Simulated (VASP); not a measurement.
Write the native input for VASP 6.6.1 that does the following.

| Item | Value |
| --- | --- |
| Task | single point |
| Functional | PBE |
| Potentials or basis | VASP PAW PBE potentials, release 64 (La, Lu, As) |
| Cutoff | 520 eV |
| k mesh | 6 × 6 × 6 |
| Occupations | fermi-dirac, width 0.02 eV |
| Spin | collinear spin, zero start |
| Starting moments | [0.0, 0.0, 0.0, 0.0] μB |
| Dipole correction | no |
| Further INCAR settings | ALGO = Normal; EDIFF = 1e-06; NBANDS = 35 |

The structure of LaLuAs2 lies in POSCAR:

```
LaLuAs2
1.0
    2.1030128214      1.2141750185      6.8415684001
   -2.1030128214      1.2141750185      6.8415684001
    0.0000000000     -2.4283500371      6.8415684001
La Lu As
1 1 2
Direct
    1.0000000000      0.0000000000      0.0000000000
    0.5000000000      0.5000000000      0.5000000000
    0.2433640479      0.2433640479      0.2433640479
    0.7566359521      0.7566359521      0.7566359521
```

The input as run:

INCAR

```
PREC     = Accurate       # precision mode
ENCUT    = 520            # plane-wave cutoff, eV
EDIFF    = 1E-6           # SCF threshold, eV
ISMEAR   = -1             # smearing method
SIGMA    = 0.02           # smearing width, eV
LREAL    = False          # projectors in reciprocal space
LASPH    = True           # aspherical terms in the spheres
NELM     = 150            # most SCF steps
ALGO     = Normal         # electronic algorithm
ISIF     = 2              # what is computed and relaxed
LWAVE    = False          # write WAVECAR
LCHARG   = False          # write CHGCAR
ISPIN    = 2              # spin polarisation
MAGMOM   = 0 0 0 0        # initial moments
LORBIT   = 11             # projections on sites
LMAXMIX  = 6              # l up to which the mixer works
GGA      = PE             # functional
NBANDS   = 35             # bands
```

KPOINTS

```
Automatic mesh
0
Gamma
  6 6 6
```

Potentials or basis: VASP PAW PBE potentials, release 64 (La, Lu, As).

Launch:

```sh
$ cat potpaw_PBE.64/La/POTCAR potpaw_PBE.64/Lu/POTCAR potpaw_PBE.64/As/POTCAR > POTCAR
$ mpirun -np 1 vasp_std > vasp.out
```

It gave:

- Pressure: 0.4 GPa
- Largest force: 0.069 eV/Å
- Band gap on the k mesh: zero (filled and empty bands overlap)
- Net moment: 0.00 μB per cell
- Valence electrons inside the program's atomic spheres: La 8.51; Lu 23.06; As 2.86

Caveat: spin-orbit coupling is left out, which moves the levels of the heavy elements.

It took 12 min on 1 thread of Intel(R) Xeon(R) Platinum 8488C (Sapphire Rapids), with other jobs on the host, peak memory 0.65 GiB.
